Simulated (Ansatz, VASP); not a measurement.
**W in VASP and in Ansatz**

```
W
1.0
     0.04060    2.05030    2.05030
     2.05030    0.04060    2.05030
     2.05030    2.05030    0.04060
W
1
Direct
  0.00000 0.00000 0.00000
```

Change from the starting cell: equal xy, yz and zx shear strains of +2 %, crystal datasets.

Alike in both runs: task electric field gradients; functional PBEsol; k mesh 14 × 14 × 14; occupations fermi-dirac, width 0.05 eV; no spin polarisation.

|  | VASP | Ansatz |
| --- | --- | --- |
| version | VASP 6.6.1 | Ansatz 0.2.0 |
| potentials or method | VASP PAW PBE potentials, release 64 (W_sv), cutoff 520 eV | all-electron PAW with datasets made for the crystal, scalar-relativistic |

|  | VASP | Ansatz | Ansatz less VASP |
| --- | --- | --- | --- |
| pressure (GPa) | -11.8 | -12.2 | -0.34 |
| traceless stress, the component that is largest in VASP (GPa) | 1.59 | 1.58 | -0.006 |
| size of Vzz on the site where it differs most (V/Å²) | 14.9 | 22.5 | +7.61 |

VASP's potentials were made for PBE, not for PBEsol. Ansatz ran all-electron here, and VASP with PAW potentials.

Spin-orbit coupling is off throughout.
